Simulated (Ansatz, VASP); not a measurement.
## Te: VASP beside Ansatz

Contents of POSCAR:

```
Te
1.0
    4.6324895870      0.0000000000      0.0000000000
   -2.3162447935      4.0118536651      0.0000000000
    0.0000000000      0.0000000000      5.8869033494
Te
3
Direct
    0.2535874851      0.0000000000      0.3333333333
    1.0000000000      0.2535874851      0.6666666667
    0.7464125149      0.7464125149      0.0000000000
```

INCAR.step1

```
SYSTEM = Te
PREC     = Accurate       ! precision mode
ENCUT    = 550            ! plane-wave cutoff, eV
ISMEAR   = -1             ! smearing method
SIGMA    = 0.2            ! smearing width, eV
LREAL    = .FALSE.        ! projectors in reciprocal space
LASPH    = .TRUE.         ! aspherical terms in the spheres
NELM     = 120            ! most SCF steps
NBANDS   = 16             ! bands
GGA      = PE             ! functional
ALGO     = Normal         ! electronic algorithm
EDIFF    = 1E-5           ! SCF threshold, eV
LWAVE    = .TRUE.         ! write WAVECAR
LCHARG   = .FALSE.        ! write CHGCAR
GGA_COMPAT= .FALSE.
```

INCAR.step2

```
SYSTEM = Te
PREC     = Accurate       ! precision mode
ENCUT    = 550            ! plane-wave cutoff, eV
EDIFF    = 1E-6           ! SCF threshold, eV
ISMEAR   = -1             ! smearing method
SIGMA    = 0.2            ! smearing width, eV
LREAL    = .FALSE.        ! projectors in reciprocal space
LASPH    = .TRUE.         ! aspherical terms in the spheres
NELM     = 120            ! most SCF steps
ALGO     = Normal         ! electronic algorithm
ISIF     = 2              ! what is computed and relaxed
LWAVE    = .FALSE.        ! write WAVECAR
LCHARG   = .FALSE.        ! write CHGCAR
METAGGA  = R2SCAN         ! meta-GGA
LMIXTAU  = .TRUE.       
NBANDS   = 16             ! bands
ISTART   = 1            
GGA_COMPAT= .FALSE.
```

KPOINTS

```
Automatic mesh
0
G
  8 8 6
  0 0 0
```

Input for Ansatz:

```yaml
crystal:
  lattice:
    - [4.632489587, 0.0, 0.0]
    - [-2.3162447935, 4.0118536651, 0.0]
    - [0.0, 0.0, 5.8869033494]
  atoms:
    - { symbol: Te, position: [0.2535874851, 0.0, 0.3333333333] }
    - { symbol: Te, position: [1.0, 0.2535874851, 0.6666666667] }
    - { symbol: Te, position: [0.7464125149, 0.7464125149, 0.0] }
hamiltonian:
  xc: r2scan
  pseudopotentials:
    kind: paw
    azcp:
      Te: "pseudopotentials/Te.paw.azcp"
basis:
  ecutwfc: 500
  fft_grid_basis: typed
kpoints:
  mp_grid: { grid: [8, 8, 6], shift: [0, 0, 0] }
magnetization:
  spin_polarized: false
scf:
  occupations: { method: fermi_dirac, width: 0.2 }
  lower_state_search: "off"
output:
  stress: true
```

Alike in both runs: task single point; functional r2SCAN; k mesh 8 × 8 × 6; occupations fermi-dirac, width 0.2 eV; no spin polarisation.

```csv
,VASP,Ansatz
version,VASP 6.6.1,Ansatz 0.2.0
potentials or method,"VASP PAW PBE potentials, release 64 (Te), cutoff 550 eV","plane waves (500 eV) with PAW, scalar-relativistic"
valence electrons in the cell,18,48
```

|  | VASP | Ansatz | Ansatz less VASP |
| --- | --- | --- | --- |
| pressure (GPa) | 0.1 | 0.0 | -0.04 |
| traceless stress, the component that is largest in VASP (GPa) | 0.13 | 0.10 | -0.034 |

VASP's potentials were made for PBE, not for r2SCAN. VASP's potentials hold 18 valence electrons a cell and Ansatz's 48, so a difference there can come from the potentials and not from the codes.

Neither program's run includes spin-orbit coupling.
